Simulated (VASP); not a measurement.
Here is a VASP 6.6.1 calculation.

INCAR

```
SYSTEM = MgF2
  PREC = Accurate
  ENCUT = 600
  EDIFF = 1E-6
  ISMEAR = 0
  SIGMA = 0.02
  LREAL = .False.
  LASPH = .True.
  NELM = 120
  ALGO = Normal
  ISIF = 2
  LWAVE = .False.
  LCHARG = .False.
  GGA = PE
  NBANDS = 25
  GGA_COMPAT = .False.
```

File KPOINTS:

```
Automatic mesh
0
Gamma
  4 4 6
  0 0 0
```

Contents of POSCAR:

```
MgF2
1.0
    4.6250000000      0.0000000000      0.0000000000
    0.0000000000      4.6250000000      0.0000000000
    0.0000000000      0.0000000000      3.0367400000
Mg F
2 4
Direct
    0.0000000000      0.0000000000      0.0000000000
    0.5000000000      0.5000000000      0.5000000000
    0.3030000000      0.3030000000      0.0000000000
    0.1970000000      0.8030000000      0.5000000000
    0.6970000000      0.6970000000      0.0000000000
    0.8030000000      0.1970000000      0.5000000000
```

Potentials or basis: VASP PAW PBE potentials, release 64 (Mg, F).

Command:

```console
$ cat potpaw_PBE.64/Mg/POTCAR potpaw_PBE.64/F/POTCAR > POTCAR
$ mpirun -np 1 vasp_std > vasp.out
```

Predict the pressure.

4.1 GPa.

What does it give for the largest force?

0.041 eV/Å.

Stress tensor (GPa, compression positive):
```
3.77 0.00 0.00
0.00 3.77 0.00
0.00 0.00 4.74
```

Caveat: the cell stands under pressure.
